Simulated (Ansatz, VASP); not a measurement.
## One calculation of B3As5, two programs

```
B As
1.0
     3.45363    0.00000    0.00000
    -1.72682    2.99093    0.00000
     0.00000    0.00000   12.37943
B As
3 5
Direct
  0.00000 0.00000 0.47900
  0.33333 0.66667 0.03154
  0.66667 0.33333 0.25539
  0.66667 0.33333 0.42439
  0.00000 0.00000 0.97517
  0.33333 0.66667 0.20038
  0.00000 0.00000 0.64860
  0.33333 0.66667 0.76704
```

Alike in both runs: functional PBE; k mesh 12 × 12 × 4; occupations gaussian, width 0.1 eV; no spin polarisation.

Ansatz relaxed the structure, and its values are those at the end. VASP's run is a single point on that final structure, the one shown.

```csv
,VASP,Ansatz
version,VASP 6.6.1,Ansatz 0.2.0
potentials or method,"VASP PAW PBE potentials, release 64 (B, As), cutoff 520 eV","scalar-relativistic, plane waves, PAW"
valence electrons in the cell,34,84
```

Ansatz gave:

| Quantity | Value |
| --- | --- |
| gap on the k mesh at the Fermi level (eV) | none |
| pressure (GPa) | 0.0 |
| rms of the force components (eV/Å) | 0.001 |

Task: Estimate VASP's values.

Result: gap on the k mesh at the Fermi level (eV): none; pressure (GPa): 0.5; rms of the force components (eV/Å): 0.018.

A gap of «none» marks a metal or a gap that the smearing closes. VASP's potentials hold 34 valence electrons a cell and Ansatz's 84, so a difference there can come from the potentials and not from the codes.
